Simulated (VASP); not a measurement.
# BeSe (F-43m) in VASP: relaxation of cell and atoms with HSE06

Aim: the relaxation of cell and atoms of BeSe with HSE06.

All numbers are computed with VASP 6.6.1; they aren't measurements. Logs are shortened: lines on timing, memory, paths and dates and some standing lists are left out, and cuts for length are marked.

## 1. The cell of the first run

Symmetry: F-43m, No. 216, cubic system. The conventional cell has a = 5.162 Å, b = 5.162 Å, c = 5.162 Å, α = 90.00°, β = 90.00°, γ = 90.00°. Within 3.0 Å of Be (site symmetry -43m) lie 4 Se at 2.24 Å. Within 3.0 Å of Se (site symmetry -43m) lie 4 Be at 2.24 Å.

## 2. Relaxation of cell and atoms, HSE06

File POSCAR:

```
BeSe
1.0
    0.0000000000      2.5810355896      2.5810355896
    2.5810355896      0.0000000000      2.5810355896
    2.5810355896      2.5810355896      0.0000000000
Be Se
1 1
Direct
    0.0000000000      0.0000000000      0.0000000000
    0.2500000000      0.2500000000      0.2500000000
```

File INCAR.step1:

```
ALGO = Normal
EDIFF = 1E-5
EDIFFG = -0.005
ENCUT = 600
GGA = PE
GGA_COMPAT = False
IBRION = 2
ISIF = 3
ISMEAR = -1
LASPH = True
LCHARG = False
LREAL = False
LWAVE = True
NBANDS = 11
NELM = 120
NELMIN = 4
NSW = 100
PREC = Accurate
SIGMA = 0.02
```

File INCAR.step2:

```
ALGO = Normal
EDIFF = 1E-7
EDIFFG = -0.005
ENCUT = 600
GGA = PE
GGA_COMPAT = False
HFSCREEN = 0.2079
IBRION = 2
ISIF = 3
ISMEAR = -1
ISTART = 1
LASPH = True
LCHARG = False
LHFCALC = True
LREAL = False
LWAVE = False
NELM = 120
NELMIN = 4
NSW = 80
PREC = Accurate
PRECFOCK = Normal
SIGMA = 0.02
```

File KPOINTS:

```
k-points
0
Gamma
  6 6 6
```

Potentials or basis: VASP PAW PBE potentials, release 64 (Be, Se).

On the command line:

```sh
> cat potpaw_PBE.64/Be/POTCAR potpaw_PBE.64/Se/POTCAR > POTCAR
> cp INCAR.step1 INCAR
> mpirun -np 1 vasp_std > vasp.out
> cp INCAR.step2 INCAR
> mpirun -np 1 vasp_std > vasp.out
```

OUTCAR:

```text
EDIFF = 1E-7
   EDIFFG = -0.005
   ENCUT = 600
   GGA = PE
   HFSCREEN = 0.2079
   IBRION = 2
   ISIF = 3
   ISMEAR = -1
   ISTART = 1
   LASPH = True
   LHFCALC = True
   LREAL = False
   NELM = 120
   NELMIN = 4
   NSW = 80
   PREC = Accurate
   PRECFOCK = Normal

 ion  position               nearest neighbor table
   1  0.000  0.000  0.000-   2 2.24   2 2.24   2 2.24   2 2.24
   2  0.250  0.250  0.250-   1 2.24   1 2.24   1 2.24   1 2.24

  LATTYP: Found a face centered cubic cell.
 ALAT       =     5.1620711792

  Lattice vectors:

 A1 = (   0.0000000000,   2.5810355896,   2.5810355896)
 A2 = (   2.5810355896,   0.0000000000,   2.5810355896)
 A3 = (   2.5810355896,   2.5810355896,   0.0000000000)

Analysis of symmetry for initial positions (statically):
=====================================================================
 Subroutine PRICEL returns:
 Original cell was already a primitive cell.

 Routine SETGRP: Setting up the symmetry group for a
 face centered cubic supercell.

 Subroutine GETGRP returns: Found 24 space group operations
 (whereof 24 operations were pure point group operations)
 out of a pool of 48 trial point group operations.

The static configuration has the point symmetry T_d .

Analysis of symmetry for dynamics (positions and initial velocities):
=====================================================================
 Subroutine PRICEL returns:
 Original cell was already a primitive cell.

 Routine SETGRP: Setting up the symmetry group for a
 face centered cubic supercell.

 Subroutine GETGRP returns: Found 24 space group operations
 (whereof 24 operations were pure point group operations)
 out of a pool of 48 trial point group operations.

The dynamic configuration has the point symmetry T_d .

 Subroutine INISYM returns: Found 24 space group operations
 (whereof 24 operations are pure point group operations),
 and found     1 'primitive' translations

----------------------------------------------------------------------------------------

                                     Primitive cell

  volume of cell :      34.3884

  direct lattice vectors                    reciprocal lattice vectors
     0.000000000  2.581035590  2.581035590    -0.193720692  0.193720692  0.193720692
     2.581035590  0.000000000  2.581035590     0.193720692 -0.193720692  0.193720692
     2.581035590  2.581035590  0.000000000     0.193720692  0.193720692 -0.193720692

  length of vectors
     3.650135536  3.650135536  3.650135536     0.335534081  0.335534081  0.335534081

  position of ions in fractional coordinates (direct lattice)
     0.000000000  0.000000000  0.000000000
     0.250000000  0.250000000  0.250000000

  ion indices of the primitive-cell ions
   primitive index   ion index
                 1           1
                 2           2

----------------------------------------------------------------------------------------

 KPOINTS: k-points

Automatic generation of k-mesh.
 Grid dimensions read from file:
 generate k-points for:    6    6    6

 Generating k-lattice:

  Cartesian coordinates                     Fractional coordinates (reciprocal lattice)
    -0.032286782  0.032286782  0.032286782     0.166666667  0.000000000  0.000000000
     0.032286782 -0.032286782  0.032286782     0.000000000  0.166666667  0.000000000
     0.032286782  0.032286782 -0.032286782     0.000000000  0.000000000  0.166666667

  Length of vectors
     0.055922347  0.055922347  0.055922347

  Shift w.r.t. Gamma in fractional coordinates (k-lattice)
     0.000000000  0.000000000  0.000000000

 Subroutine IBZKPT returns following result:
 ===========================================

 Found     16 irreducible k-points:

 Following reciprocal coordinates:
            Coordinates               Weight
  0.000000  0.000000  0.000000      1.000000
  0.166667  0.000000  0.000000      8.000000
  0.333333  0.000000  0.000000      8.000000
  0.500000  0.000000  0.000000      4.000000
  0.166667  0.166667  0.000000      6.000000
  0.333333  0.166667  0.000000     24.000000
[... 8 lines left out ...]
 -0.333333  0.333333  0.166667     24.000000
 -0.333333  0.500000  0.166667     12.000000
   k-points           NKPTS =     16   k-points in BZ     NKDIM =    216   number of bands    NBANDS=      8
   number of dos      NEDOS =    301   number of ions     NIONS =      2
   total plane-waves  NPLWV =  27000
   dimension x,y,z NGX =    30 NGY =   30 NGZ =   30
   dimension x,y,z NGXF=    60 NGYF=   60 NGZF=   60
   ions per type =               1   1
   NGX,Y,Z   is equivalent  to a cutoff of  13.66, 13.66, 13.66 a.u.
   NGXF,Y,Z  is equivalent  to a cutoff of  27.33, 27.33, 27.33 a.u.
 SYSTEM =  unknown system
   PREC   = accura    normal or accurate (medium, high low for compatibility)
   ISTART =      1    job   : 0-new  1-cont  2-samecut
   ICHARG =      0    charge: 1-file 2-atom 10-const
   ISPIN  =      1    spin polarized calculation?
   LNONCOLLINEAR =      F non collinear calculations
   LSORBIT =      F    spin-orbit coupling
   LASPH  =      T    aspherical Exc in radial PAW
   ENCUT  =  600.0 eV  44.10 Ry    6.64 a.u.   7.29  7.29  7.29*2*pi/ulx,y,z
   NELM   =    120;   NELMIN=  4; NELMDL=  0     # of ELM steps
   EDIFF  = 0.1E-06   stopping-criterion for ELM
   LREAL  =      F    real-space projection
   EDIFFG = -.5E-02   stopping-criterion for IOM
   NSW    =     80    number of steps for IOM
   IBRION =      2    ionic relax: 0-MD 1-quasi-New 2-CG
   NFREE  =      1    steps in history (QN), initial steepest desc. (CG)
   ISIF   =      3    stress and relaxation
   ISYM   =      3    0-nonsym 1-usesym 2-fastsym
   POTIM  = 0.5000    time-step for ionic-motion
   TEBEG  =    0.0;   TEEND  =   0.0 temperature during run
   PSTRESS=    0.0 pullay stress
   NELECT =       8.0000    total number of electrons
   NUPDOWN=      -1.0000    fix difference up-down
   EMIN   =  10.00;   EMAX   =-10.00  energy-range for DOS
   EFERMI =   0.00;   METHOD = LEGACY
   ISMEAR =    -1;   SIGMA  =   0.02  broadening in eV -4-tet -1-fermi 0-gaus
   EFERMI_NEDOS =   21; number of points for ismear=-14 and -15
   IALGO  =     38    algorithm
   IMIX   =      1    mixing-type and parameters
     AMIX     =   0.40;   BMIX     =  1.00
     AMIX_MAG =   1.60;   BMIX_MAG =  1.00
  volume/ion in A,a.u.               =      17.19       116.03
  Fermi-wavevector in a.u.,A,eV,Ry     =   1.006856  1.902683 13.793037  1.013760
  Thomas-Fermi vector in A             =   2.139625
   LORBIT       =      0    0 simple, 1 ext, 2 COOP (PROOUT), +10 PAW based schemes
   GGA     = PE    functional components
   LHFCALC =     T    Hartree Fock is set to
   PRECFOCK=normal    Normal, Fast or Accurate (Low or Medium for compatibility)
   ENCUT4O =  -1.0   cutoff for four orbital integrals eV
   NKREDX  =     1    reduce k-point grid by
   NKREDY  =     1    reduce k-point grid by
   NKREDZ  =     1    reduce k-point grid by
   AEXX    =    0.2500 exact exchange contribution
   HFSCREEN=    0.2079 screening length (either q_TF or 0.3 A-1)
   HFSCREENC=   0.2079 screening length for correlation (either q_TF or 0.3 A-1)
   ENCUTFOCK=  -1.0 apply spherical cutoff to Coloumb kernel
   IVDW    =     0    specifies the selected vdW correction
   LEPSILON=     F    determine dielectric tensor
   LRPA    =     F    only Hartree local field effects (RPA)
 conjugate gradient relaxation of ions
 non-spin polarized calculation
  energy-cutoff  :      600.00
  volume of cell :       34.39
 maximum number of plane-waves:      1167
 NGX is ok and might be reduce to    30
  NGX = 24; NGY = 24; NGZ = 24

--------------------------------------- Ionic step        1  -------------------------------------------

 number of electron       8.0000001 magnetization

 Free energy of the ion-electron system (eV)
  ---------------------------------------------------
  ext. energy  EPLUGINS =         0.00000000
  ---------------------------------------------------
  free energy    TOTEN  =       -10.12212083 eV

  energy without entropy =      -10.12212083  energy(sigma->0) =      -10.12212083

 E-fermi :   3.0967     XC(G=0):  -7.8192

 val. band max:        2.6629509272   @ k =   0.0000   0.0000   0.0000
 cond. band min:       6.1612382587   @ k =   0.5000   0.5000   0.0000
 fundamental gap:      3.4982873315
 Fermi energy:         3.0966997780

 k-point     1 :       0.0000    0.0000    0.0000
  band No.  band energies     occupation
      1     -12.3651      2.00000
      2       2.6629      2.00000
      3       2.6629      2.00000
      4       2.6630      2.00000
      5       8.0359      0.00000
      6       8.7449      0.00000
      7       8.7449      0.00000
      8       8.7449      0.00000

 k-point     2 :       0.1667    0.0000    0.0000
  band No.  band energies     occupation
      1     -12.0703      2.00000
      2       0.5416      2.00000
      3       2.3062      2.00000
      4       2.3062      2.00000
      5       8.2341      0.00000
      6       9.3249      0.00000
      7       9.3249      0.00000
      8      10.6450      0.00000
[... 210 lines left out ...]
 POSITION                                       TOTAL-FORCE (eV/Angst)
 -----------------------------------------------------------------------------------
      5.14076      5.14076      5.14076        -0.000000     -0.000000     -0.000000
      1.28519      1.28519      1.28519         0.000000      0.000000      0.000000
 -----------------------------------------------------------------------------------
    total drift:                                0.000000      0.000000      0.000000

  FREE ENERGIE OF THE ION-ELECTRON SYSTEM (eV)
  ---------------------------------------------------
  free  energy   TOTEN  =       -10.1229309294 eV

  energy  without entropy=      -10.1229309294  energy(sigma->0) =      -10.12293093

--------------------------------------- Ionic step        3  -------------------------------------------

 number of electron       8.0000000 magnetization

 Free energy of the ion-electron system (eV)
  ---------------------------------------------------
  ext. energy  EPLUGINS =         0.00000000
  ---------------------------------------------------
  free energy    TOTEN  =       -10.12298100 eV

  energy without entropy =      -10.12298100  energy(sigma->0) =      -10.12298100

 E-fermi :   3.2068     XC(G=0):  -7.8511

 val. band max:        2.7578284492   @ k =   0.0000   0.0000   0.0000
 cond. band min:       6.2338475911   @ k =   0.5000   0.5000   0.0000
 fundamental gap:      3.4760191419
 Fermi energy:         3.2068451659

 k-point     1 :       0.0000    0.0000    0.0000
  band No.  band energies     occupation
      1     -12.3402      2.00000
      2       2.7578      2.00000
      3       2.7578      2.00000
      4       2.7578      2.00000
      5       8.2095      0.00000
      6       8.8383      0.00000
      7       8.8383      0.00000
      8       8.8383      0.00000

 k-point     2 :       0.1667    0.0000    0.0000
  band No.  band energies     occupation
      1     -12.0409      2.00000
      2       0.6156      2.00000
      3       2.3953      2.00000
      4       2.3953      2.00000
      5       8.3637      0.00000
      6       9.4257      0.00000
      7       9.4257      0.00000
      8      10.8033      0.00000
[... 174 lines left out ...]
 POSITION                                       TOTAL-FORCE (eV/Angst)
 -----------------------------------------------------------------------------------
      0.00000      0.00000      0.00000         0.000000      0.000000      0.000000
      1.28621      1.28621      1.28621        -0.000000     -0.000000     -0.000000
 -----------------------------------------------------------------------------------
    total drift:                                0.000000      0.000000      0.000000

  FREE ENERGIE OF THE ION-ELECTRON SYSTEM (eV)
  ---------------------------------------------------
  free  energy   TOTEN  =       -10.1229810011 eV

  energy  without entropy=      -10.1229810011  energy(sigma->0) =      -10.12298100

 reached required accuracy - stopping structural energy minimisation
```

Run time: 34 min. Hardware: 1 thread of Intel Xeon Platinum 8259CL at 2.50GHz (Skylake/Cascade Lake), shared host; peak memory 0.29 GiB.

Results:

* Free energy: -10.1230 eV
* Relaxed volume: 17.02 Å³/atom
* Relaxed cell: a = 3.638 Å, b = 3.638 Å, c = 3.638 Å, α = 60.00°, β = 60.00°, γ = 60.00°
* Space group after relaxing (to 0.1 Å): F-43m (No. 216)
* Energy gained by relaxing: 0.4 meV/atom
* Ionic steps: 3
* Pressure after relaxing: 0.0 GPa
* Band gap on the k mesh: 3.48 eV (least direct gap 5.45 eV)

The path:
```
step  energy change (eV)  largest force (eV/Å)  pressure (GPa)  volume (Å³)
   1              0.0000                0.0000           -0.80        34.39
   2             -0.0008                0.0000            0.19        33.96
   3             -0.0009                0.0000            0.01        34.05
```

Final structure:
```
CELL_PARAMETERS angstrom
0.00000 2.57242 2.57242
2.57242 0.00000 2.57242
2.57242 2.57242 0.00000
ATOMIC_POSITIONS crystal
Be 0.00000 0.00000 0.00000
Se 0.25000 0.25000 0.25000
```

Caveat: the PAW data sets were made with another functional, which shifts forces and pressure a little.
